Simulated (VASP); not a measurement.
The system is P.

```
CELL_PARAMETERS angstrom
2.89206 0.00000 0.00000
0.00000 3.72619 0.00000
0.00000 0.00000 3.60799
ATOMIC_POSITIONS crystal
P 0.50000 0.00000 0.81698
P 0.00000 0.50000 0.18302
```

The cell was built from a structure type or drawn by symmetry, and may not be a known phase.

- Program: VASP 6.6.1
- Task: relaxation of cell and atoms
- Functional: PBE
- Potentials or basis: VASP PAW PBE potentials, release 64 (P)
- Cutoff: 600 eV
- k mesh: 6 × 6 × 6
- Occupations: gaussian, width 0.1 eV
- Spin: no spin polarisation

At the start: pressure -13.0 GPa; volume 19.44 Å³/atom.

Question: How do energy, volume and symmetry change on relaxing?

Answer: Over 41 steps the energy falls by 445.8 meV/atom and the volume is 18.85 Å³/atom (-3.0 %); space group Pmmn (No. 59, to 0.1 Å) before, P4/nmm (No. 129, to 0.1 Å).

Step by step:
```csv
step,energy change (eV),largest force (eV/Å),pressure (GPa),volume (Å³)
1,0.0000,1.0215,-13.04,38.88
3,-0.5642,0.0385,2.79,30.96
5,-0.6299,0.3721,2.61,31.70
7,-0.6747,0.3210,-0.07,32.91
9,-0.6967,0.0672,0.85,33.81
11,-0.7062,0.0815,0.48,34.96
13,-0.7079,0.0432,0.03,35.92
15,-0.7586,0.9837,-1.04,39.81
17,-0.7959,0.5511,-1.38,44.02
19,-0.8030,0.3689,-1.36,44.97
21,-0.8058,0.3207,-1.22,44.88
23,-0.8235,0.1206,-0.01,43.30
25,-0.8388,0.1120,1.78,41.02
27,-0.8607,0.1634,0.31,39.24
29,-0.8763,0.0304,-0.15,39.57
31,-0.8841,0.0515,-1.31,39.28
33,-0.8888,0.0947,-0.37,38.74
35,-0.8899,0.0676,0.14,38.41
37,-0.8906,0.0470,-0.41,38.34
39,-0.8909,0.0252,-0.25,38.21
41,-0.8916,0.0031,0.05,37.70
```

Final structure:
```cif
data_structure
_symmetry_space_group_name_H-M 'P 1'
_symmetry_Int_Tables_number 1
_cell_length_a 3.0591
_cell_length_b 3.0606
_cell_length_c 4.0265
_cell_angle_alpha 90.000
_cell_angle_beta 90.000
_cell_angle_gamma 90.000
_cell_volume 37.70
loop_
_atom_site_label
_atom_site_type_symbol
_atom_site_fract_x
_atom_site_fract_y
_atom_site_fract_z
_atom_site_occupancy
P1 P 0.50000 0.00000 0.88800 1
P2 P 0.00000 0.50000 0.11200 1
```

Caveat: the k points lie up to 0.34 Å⁻¹ apart in the final cell, too coarse for converged energies and pressures of a metal; a cell axis changed by over 15 % at a fixed basis, so the end point is rough; this functional lacks dispersion, which binds the layers, so the pressure and a relaxed spacing across them are unreliable.
